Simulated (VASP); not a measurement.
# TiSe: single point with PBEsol

The system is TiSe.

```xyz
4
Lattice="3.5590 0.0000 0.0000 -1.7795 3.0822 0.0000 0.0000 0.0000 6.2200" Properties=species:S:1:pos:R:3 pbc="T T T"
Ti    0.0000    0.0000    0.0000
Ti    0.0000    0.0000    3.1100
Se    0.0000    2.0548    1.5550
Se    1.7795    1.0274    4.6650
```

| Property | Result |
| --- | --- |
| Program | VASP 6.6.1 |
| Task | single point |
| Functional | PBEsol |
| Potentials or basis | VASP PAW PBE potentials, release 64 (Ti_sv, Se) |
| Cutoff | 520 eV |
| k mesh | 7 × 7 × 4 |
| Occupations | methfessel-paxton, width 0.15 eV |
| Spin | no spin polarisation |

```json
{
 "Pressure": "-0.6 GPa",
 "Band gap on the k mesh": "zero (band 18 reaches 8.90 eV, above the bottom of band 19 at 8.24 eV)"
}
```

Stress tensor (GPa, compression positive):
```
-3.65  0.00  0.00
 0.00 -3.65  0.00
 0.00  0.00  5.63
```

Levels at points of the mesh, in eV from the Fermi level:
| k point | band 15 | band 16 | band 17 | band 18 | band 19 | band 20 | band 21 | band 22 |
| --- | --- | --- | --- | --- | --- | --- | --- | --- |
| (0.00, 0.00, 0.00) | -1.90 | -1.65 | -1.65 | -0.45 | -0.45 | -0.43 | -0.43 | 1.18 |
| (0.00, 0.00, 0.50) | -3.39 | -3.39 | 0.10 | 0.10 | 0.10 | 0.10 | 0.12 | 0.12 |

Run time: 110 s on 1 thread of AMD EPYC 7R13, on a shared host, peak memory 0.17 GiB.

Caveat: the PAW data sets were made with another functional, which shifts forces and pressure a little.
